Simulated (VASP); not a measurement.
## Mo: single point with PBEsol

Mo:

```xyz
1
Lattice="2.8176 0.0000 0.0000 -1.4088 2.3690 0.0000 0.0000 0.0000 2.5552" Properties=species:S:1:pos:R:3 pbc="T T T"
Mo    0.0000    0.0000    1.2776
```

This cell differs from its parent crystal: strain +0.0300 x Voigt [1, 0, 0, 0, 0, 0].

```
Program             : VASP 6.6.1
Task                : single point
Functional          : PBEsol
Potentials or basis : VASP PAW PBE potentials, release 64 (Mo_sv)
Cutoff              : 520 eV
k mesh              : 18 × 18 × 18
Occupations         : gaussian, width 0.15 eV
Spin                : no spin polarisation
```

```yaml
Pressure: -9.2 GPa
Band_gap_on_the_k_mesh: zero (band 7 reaches 12.09 eV, above the bottom of band 8 at 10.25 eV)
```

Stress tensor (GPa, compression positive):
```
 -6.52   0.00   0.00
  0.00  -9.94   0.00
  0.00   0.00 -11.03
```

Levels at points of the mesh, in eV from the Fermi level:
```tsv
k point	band 5	band 6	band 7	band 8	band 9	band 10
(0.00, 0.00, 0.00)	-6.68	-4.15	-1.15	-0.53	3.99	4.09
(0.50, 0.00, 0.00)	-4.70	-3.14	0.83	1.19	3.49	4.11
(0.00, 0.50, 0.00)	-4.74	-3.03	1.13	1.16	3.30	4.27
(0.00, 0.00, 0.50)	-3.55	-0.29	0.14	0.29	0.57	0.74
(0.50, 0.00, 0.50)	-5.12	-3.14	-0.41	4.47	5.91	6.33
(0.00, 0.50, 0.50)	-5.10	-3.15	-0.74	4.63	6.00	6.49
```

Wall time 98 s on 1 thread of Intel(R) Xeon(R) Platinum 8259CL CPU @ 2.50GHz (Skylake/Cascade Lake), with other jobs on the host, peak memory 0.29 GiB.

Caveat: the cell differs from its parent crystal (strain +0.0300 x Voigt [1, 0, 0, 0, 0, 0]); the PAW data sets were made with another functional, which shifts forces and pressure a little.
